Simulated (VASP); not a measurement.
Crystal: BaTiO3.

```
Ba O Ti
1.0
     4.07203    0.00000    0.00000
     0.00000    4.07203    0.00000
     0.00000    0.00000    4.07203
Ba O Ti
1 3 1
Direct
  0.00000 0.00000 0.00000
  0.50000 0.50000 0.00000
  0.00000 0.50000 0.50000
  0.50000 0.00000 0.50000
  0.50000 0.50000 0.50000
```

* Program: VASP 6.6.1
* Task: relaxation of cell and atoms
* Functional: r2SCAN
* Potentials or basis: VASP PAW PBE potentials, release 64 (Ba_sv, O, Ti_sv)
* Cutoff: 600 eV
* k mesh: 5 × 5 × 5
* Occupations: fermi-dirac, width 0.1 eV
* Spin: no spin polarisation
* Hubbard terms: Ti d U = 2.0 eV

At the start: pressure -6.4 GPa; volume 13.50 Å³/atom.

How do energy, volume and symmetry change on relaxing?

Over 3 steps the energy falls by 10.8 meV/atom and the volume is 12.99 Å³/atom (-3.8 %); space group Pm-3m (No. 221, to 0.1 Å) before and after.

The path:
| step | energy change (eV) | largest force (eV/Å) | pressure (GPa) | volume (Å³) |
| --- | --- | --- | --- | --- |
| 1 | 0.0000 | 0.0000 | -6.41 | 67.52 |
| 2 | 0.0052 | 0.0000 | 7.77 | 62.37 |
| 3 | -0.0541 | 0.0000 | -0.03 | 64.93 |

Final structure:
```
CELL_PARAMETERS angstrom
4.01927 0.00000 0.00000
0.00000 4.01927 0.00000
0.00000 0.00000 4.01927
ATOMIC_POSITIONS crystal
Ba 0.00000 0.00000 0.00000
O 0.50000 0.50000 0.00000
O 0.00000 0.50000 0.50000
O 0.50000 0.00000 0.50000
Ti 0.50000 0.50000 0.50000
```

Caveat: the PAW data sets were made with another functional, which shifts forces and pressure a little.
